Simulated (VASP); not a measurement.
# NaCl (P-62m) in VASP: electric field gradients with r2SCAN

Aim: the electric field gradients of NaCl with r2SCAN.

Everything below comes from runs of VASP 6.6.1. Logs are shortened: lines on timing, memory, paths and dates and some standing lists are left out, and cuts for length are marked.

**1. The cell of the first run**

It takes space group P-62m (No. 189, hexagonal). Conventional cell: a = 6.800 Å, b = 6.800 Å, c = 7.095 Å, α = 90.00°, β = 90.00°, γ = 120.00°. Within 4.0 Å of Na (site symmetry m2m) lie 6 Cl at 2.87 to 2.88 Å and 6 Na at 3.90 to 3.94 Å. Na (site symmetry m2m) has 6 Cl at 2.87 to 2.89 Å and 6 Na at 3.91 to 3.96 Å within 4.0 Å. Cl (site symmetry 3) has 6 Na at 2.87 to 2.88 Å and 8 Cl at 3.54 to 3.93 Å within 4.0 Å. Within 4.0 Å of Cl (site symmetry 3m) lie 6 Na at 2.87 to 2.89 Å and 8 Cl at 3.53 to 3.93 Å.

**2. Electric field gradients, r2SCAN**

POSCAR reads:

```
NaCl
1.0
    6.7996343451      0.0000000000      0.0000000000
   -3.3998171725      5.8886560793      0.0000000000
    0.0000000000      0.0000000000      7.0948380000
Na Cl
6 6
Direct
    0.0000000000      0.6692000000      0.5000000000
    0.3308000000      0.3308000000      0.5000000000
    0.6692000000      0.0000000000      0.5000000000
    0.0000000000      0.3365710000      0.0000000000
    0.6634290000      0.6634290000      0.0000000000
    0.3365710000      0.0000000000      0.0000000000
    0.6666666667      0.3333333333      0.2504470000
    0.6666666667      0.3333333333      0.7495530000
    0.3333333333      0.6666666667      0.7495530000
    0.3333333333      0.6666666667      0.2504470000
    0.0000000000      0.0000000000      0.7509120000
    0.0000000000      0.0000000000      0.2490880000
```

INCAR.step1 reads:

```
SYSTEM = NaCl
  ALGO = Normal
  EDIFF = 1E-4
  ENCUT = 520
  GGA = PE
  ISMEAR = -1
  LASPH = .TRUE.
  LCHARG = .FALSE.
  LREAL = .FALSE.
  LWAVE = .TRUE.
  NBANDS = 54
  NELM = 100
  PREC = Accurate
  SIGMA = 0.02
```

INCAR.step2 reads:

```
SYSTEM = NaCl
  ALGO = Normal
  EDIFF = 1E-8
  ENCUT = 520
  ISIF = 2
  ISMEAR = -1
  ISTART = 1
  LASPH = .TRUE.
  LCHARG = .FALSE.
  LEFG = .TRUE.
  LMIXTAU = .TRUE.
  LREAL = .FALSE.
  LWAVE = .FALSE.
  METAGGA = R2SCAN
  NBANDS = 54
  NELM = 100
  PREC = Accurate
  SIGMA = 0.02
```

KPOINTS reads:

```
k-points
0
G
  5 5 4
  0 0 0
```

Potentials or basis: VASP PAW PBE potentials, release 64 (Na_pv, Cl).

Started as:

```
$ cat potpaw_PBE.64/Na_pv/POTCAR potpaw_PBE.64/Cl/POTCAR > POTCAR
$ cp INCAR.step1 INCAR
$ mpirun -np 1 vasp_std > vasp.out
$ cp INCAR.step2 INCAR
$ mpirun -np 1 vasp_std > vasp.out
```

OUTCAR:

```text
SYSTEM = NaCl
   EDIFF = 1E-8
   ENCUT = 520
   ISIF = 2
   ISMEAR = -1
   ISTART = 1
   LASPH = .TRUE.
   LREAL = .FALSE.
   METAGGA = R2SCAN
   NELM = 100
   PREC = Accurate

 ion  position               nearest neighbor table
   1  0.000  0.669  0.500-
   2  0.331  0.331  0.500-
   3  0.669  0.000  0.500-
   4  0.000  0.337  0.000-
   5  0.663  0.663  0.000-
   6  0.337  0.000  0.000-
   7  0.667  0.333  0.250-
   8  0.667  0.333  0.750-
   9  0.333  0.667  0.750-
  10  0.333  0.667  0.250-
  11  0.000  0.000  0.751-
  12  0.000  0.000  0.249-

  LATTYP: Found a hexagonal cell.
 ALAT       =     6.7996343451
 C/A-ratio  =     1.0434146367

  Lattice vectors:

 A1 = (   6.7996343451,   0.0000000000,   0.0000000000)
 A2 = (  -3.3998171725,   5.8886560793,   0.0000000000)
 A3 = (   0.0000000000,   0.0000000000,   7.0948380000)

Analysis of symmetry for initial positions (statically):
=====================================================================
 Subroutine PRICEL returns:
 Original cell was already a primitive cell.

 Routine SETGRP: Setting up the symmetry group for a
 hexagonal supercell.

 Subroutine GETGRP returns: Found 12 space group operations
 (whereof 12 operations were pure point group operations)
 out of a pool of 24 trial point group operations.

The static configuration has the point symmetry D_3h.

Analysis of symmetry for dynamics (positions and initial velocities):
=====================================================================
 Subroutine PRICEL returns:
 Original cell was already a primitive cell.

 Routine SETGRP: Setting up the symmetry group for a
 hexagonal supercell.

 Subroutine GETGRP returns: Found 12 space group operations
 (whereof 12 operations were pure point group operations)
 out of a pool of 24 trial point group operations.

The dynamic configuration has the point symmetry D_3h.

 Subroutine INISYM returns: Found 12 space group operations
 (whereof 12 operations are pure point group operations),
 and found     1 'primitive' translations

----------------------------------------------------------------------------------------

                                     Primitive cell

  volume of cell :     284.0823

  direct lattice vectors                    reciprocal lattice vectors
     6.799634345  0.000000000  0.000000000     0.147066732  0.084909017  0.000000000
    -3.399817173  5.888656079  0.000000000     0.000000000  0.169818034  0.000000000
     0.000000000  0.000000000  7.094838000     0.000000000  0.000000000  0.140947545

  length of vectors
     6.799634345  6.799634345  7.094838000     0.169818034  0.169818034  0.140947545

  position of ions in fractional coordinates (direct lattice)
     0.000000000  0.669200000  0.500000000
     0.330800000  0.330800000  0.500000000
     0.669200000  0.000000000  0.500000000
     0.000000000  0.336571000  0.000000000
     0.663429000  0.663429000  0.000000000
     0.336571000  0.000000000  0.000000000
     0.666666667  0.333333333  0.250447000
     0.666666667  0.333333333  0.749553000
     0.333333333  0.666666667  0.749553000
     0.333333333  0.666666667  0.250447000
     0.000000000  0.000000000  0.750912000
     0.000000000  0.000000000  0.249088000

  ion indices of the primitive-cell ions
   primitive index   ion index
                 1           1
[... 83 lines left out ...]
   PSTRESS=    0.0 pullay stress
   NELECT =      84.0000    total number of electrons
   NUPDOWN=      -1.0000    fix difference up-down
   EMIN   =  10.00;   EMAX   =-10.00  energy-range for DOS
   EFERMI =   0.00;   METHOD = LEGACY
   ISMEAR =    -1;   SIGMA  =   0.02  broadening in eV -4-tet -1-fermi 0-gaus
   EFERMI_NEDOS =   21; number of points for ismear=-14 and -15
   IALGO  =     38    algorithm
   IMIX   =      4    mixing-type and parameters
     AMIX     =   0.40;   BMIX     =  1.00
     AMIX_MAG =   1.60;   BMIX_MAG =  1.00
  volume/ion in A,a.u.               =      23.67       159.76
  Fermi-wavevector in a.u.,A,eV,Ry     =   1.090653  2.061035 16.184450  1.189524
  Thomas-Fermi vector in A             =   2.226882
   LORBIT       =      0    0 simple, 1 ext, 2 COOP (PROOUT), +10 PAW based schemes
   METAGGA = R2SCAN    functional components
   LHFCALC =     F    Hartree Fock is set to
   AEXX    =    0.0000 exact exchange contribution
   IVDW    =     0    specifies the selected vdW correction
   LEPSILON=     F    determine dielectric tensor
   LRPA    =     F    only Hartree local field effects (RPA)
 non-spin polarized calculation
  energy-cutoff  :      520.00
  volume of cell :      284.08
 maximum number of plane-waves:      7674
 NGX is ok and might be reduce to    54
   NGX = 25   NGY = 25   NGZ = 27

 number of electron      84.0000006 magnetization

 Free energy of the ion-electron system (eV)
  ---------------------------------------------------
  ext. energy  EPLUGINS =         0.00000000
  ---------------------------------------------------
  free energy    TOTEN  =       -81.84635032 eV

  energy without entropy =      -81.84635032  energy(sigma->0) =      -81.84635032

 E-fermi :  -0.4571     XC(G=0):  -8.3671

 val. band max:       -0.9985400304   @ k =   0.0000   0.0000   0.0000
 cond. band min:       4.0992265923   @ k =   0.0000   0.0000   0.0000
 fundamental gap:      5.0977666227
 Fermi energy:        -0.4570829404

 k-point     1 :       0.0000    0.0000    0.0000
  band No.  band energies     occupation
      1     -23.1564      2.00000
      2     -23.1557      2.00000
      3     -23.1485      2.00000
      4     -23.1480      2.00000
      5     -23.1478      2.00000
      6     -23.1478      2.00000
[... 844 lines left out ...]
     53       8.6571      0.00000
     54       8.6573      0.00000

------------------------ aborting loop because EDIFF is reached ----------------------------------------

  FORCE on cell =-STRESS in cart. coord.  units (eV):
  Direction    XX          YY          ZZ          XY          YZ          ZX
  --------------------------------------------------------------------------------------
  -------------------------------------------------------------------------------------
  Total       -2.1600621     -2.1600621     -2.2150495     -0.0000000      0.0000000      0.0000000
  in kB      -12.1823925    -12.1823925    -12.4925123     -0.0000000      0.0000000      0.0000000
  external PRESSURE =     -12.2857657 kB  Pullay stress =       0.0000000 kB

 VOLUME and BASIS-vectors are now :
 -----------------------------------------------------------------------------
  energy-cutoff  :      520.00
  volume of cell :      284.08
      direct lattice vectors                 reciprocal lattice vectors
     6.799634345  0.000000000  0.000000000     0.147066732  0.084909017  0.000000000
    -3.399817173  5.888656079  0.000000000     0.000000000  0.169818034  0.000000000
     0.000000000  0.000000000  7.094838000     0.000000000  0.000000000  0.140947545

 POSITION                                       TOTAL-FORCE (eV/Angst)
 -----------------------------------------------------------------------------------
     -2.27516      3.94069      3.54742         0.011179     -0.019362     -0.000000
      1.12466      1.94797      3.54742         0.011179      0.019362     -0.000000
      4.55032      0.00000      3.54742        -0.022358     -0.000000     -0.000000
     -1.14428      1.98195      0.00000         0.014963     -0.025917     -0.000000
      2.25554      3.90671      0.00000         0.014963      0.025917     -0.000000
      2.28856      0.00000      0.00000        -0.029926      0.000000     -0.000000
      3.39982      1.96289      1.77688        -0.000000      0.000000     -0.004089
      3.39982      1.96289      5.31796        -0.000000      0.000000      0.004089
     -0.00000      3.92577      5.31796        -0.000000      0.000000      0.004089
     -0.00000      3.92577      1.77688        -0.000000     -0.000000     -0.004089
      0.00000      0.00000      5.32760        -0.000000      0.000000     -0.009804
      0.00000      0.00000      1.76724        -0.000000      0.000000      0.009804
 -----------------------------------------------------------------------------------
    total drift:                               -0.000104     -0.000181      0.000000

  FREE ENERGIE OF THE ION-ELECTRON SYSTEM (eV)
  ---------------------------------------------------
  free  energy   TOTEN  =       -81.8463503228 eV

  energy  without entropy=      -81.8463503228  energy(sigma->0) =      -81.84635032

 Electric field gradients (V/A^2)
---------------------------------------------------------------------
 ion       V_xx      V_yy      V_zz      V_xy      V_xz      V_yz
---------------------------------------------------------------------
   1       2.112     1.798    -3.911     0.266     0.000     0.000
   2       2.113     1.799    -3.912    -0.271     0.000    -0.000
   3       1.646     2.264    -3.911    -0.003     0.000    -0.000
   4       1.769     2.140    -3.909    -0.326    -0.000     0.000
   5       1.770     2.142    -3.911     0.322     0.000     0.000
   6       2.329     1.580    -3.909    -0.002     0.000     0.000
   7       2.107     2.107    -4.214     0.000    -0.000    -0.000
   8       2.107     2.107    -4.214     0.000     0.000     0.000
   9       2.107     2.107    -4.214     0.000     0.000     0.000
  10       2.107     2.107    -4.214     0.000    -0.000    -0.000
  11       2.215     2.216    -4.431     0.000     0.000     0.000
  12       2.215     2.216    -4.431     0.000    -0.000    -0.000
---------------------------------------------------------------------

 Electric field gradients after diagonalization (V/A^2)
 (convention: |V_zz| > |V_xx| > |V_yy|)
----------------------------------------------------------------------
 ion       V_xx      V_yy      V_zz     asymmetry (V_yy - V_xx)/ V_zz
----------------------------------------------------------------------
   1       2.264     1.646    -3.911       0.158
   2       2.269     1.643    -3.912       0.160
   3       2.264     1.646    -3.911       0.158
   4       2.329     1.580    -3.909       0.192
   5       2.327     1.584    -3.911       0.190
   6       2.329     1.580    -3.909       0.192
   7       2.107     2.107    -4.214       0.000
   8       2.107     2.107    -4.214       0.000
   9       2.107     2.107    -4.214       0.000
  10       2.107     2.107    -4.214       0.000
  11       2.216     2.215    -4.431       0.000
  12       2.216     2.215    -4.431       0.000
----------------------------------------------------------------------

           NMR quadrupolar parameters

 Cq : quadrupolar parameter    Cq=e*Q*V_zz/h
 eta: asymmetry parameters     (V_yy - V_xx)/ V_zz
 Q  : nuclear electric quadrupole moment in mb (millibarn)
----------------------------------------------------------------------
 ion       Cq(MHz)       eta       Q (mb)
----------------------------------------------------------------------
   1      -0.009       0.158       1.000
   2      -0.009       0.160       1.000
   3      -0.009       0.158       1.000
   4      -0.009       0.192       1.000
   5      -0.009       0.190       1.000
   6      -0.009       0.192       1.000
   7      -0.010       0.000       1.000
   8      -0.010       0.000       1.000
   9      -0.010       0.000       1.000
  10      -0.010       0.000       1.000
  11      -0.011       0.000       1.000
  12      -0.011       0.000       1.000
----------------------------------------------------------------------
```

Run time: 51 min. Hardware: 1 thread of Intel Xeon 8259CL, shared host; peak memory 0.51 GiB.

Results:

```
Free energy                             : -81.8464 eV
Pressure                                : -1.2 GPa
Largest force                           : 0.030 eV/Å
Band gap on the k mesh                  : 5.10 eV
Largest electric field gradient by atom : Na -3.9; Cl -4.2, -4.4 (each value once) V/Å²
```

Forces on the atoms (eV/Å):
```
Na   0.011 -0.019  0.000
Na   0.011  0.019  0.000
Na  -0.022  0.000  0.000
Na   0.015 -0.026  0.000
Na   0.015  0.026  0.000
Na  -0.030  0.000  0.000
Cl   0.000  0.000 -0.004
Cl   0.000  0.000  0.004
Cl   0.000  0.000  0.004
Cl   0.000  0.000 -0.004
Cl   0.000  0.000 -0.010
Cl   0.000  0.000  0.010
```

Electric field gradients, principal values (V/Å²):
```
 atom  least  middle  greatest (by size)
 1 Na  1.646   2.264              -3.911
 2 Na  1.643   2.269              -3.912
 3 Na  1.646   2.264              -3.911
 4 Na  1.580   2.329              -3.909
 5 Na  1.584   2.327              -3.911
 6 Na  1.580   2.329              -3.909
 7 Cl  2.107   2.107              -4.214
 8 Cl  2.107   2.107              -4.214
 9 Cl  2.107   2.107              -4.214
10 Cl  2.107   2.107              -4.214
11 Cl  2.215   2.216              -4.431
12 Cl  2.215   2.216              -4.431
```

Caveat: without QUAD_EFG the Cq values of the log hold for a quadrupole moment of 1 mb, not for the nuclei; the PAW data sets were made with another functional, which shifts forces and pressure a little.
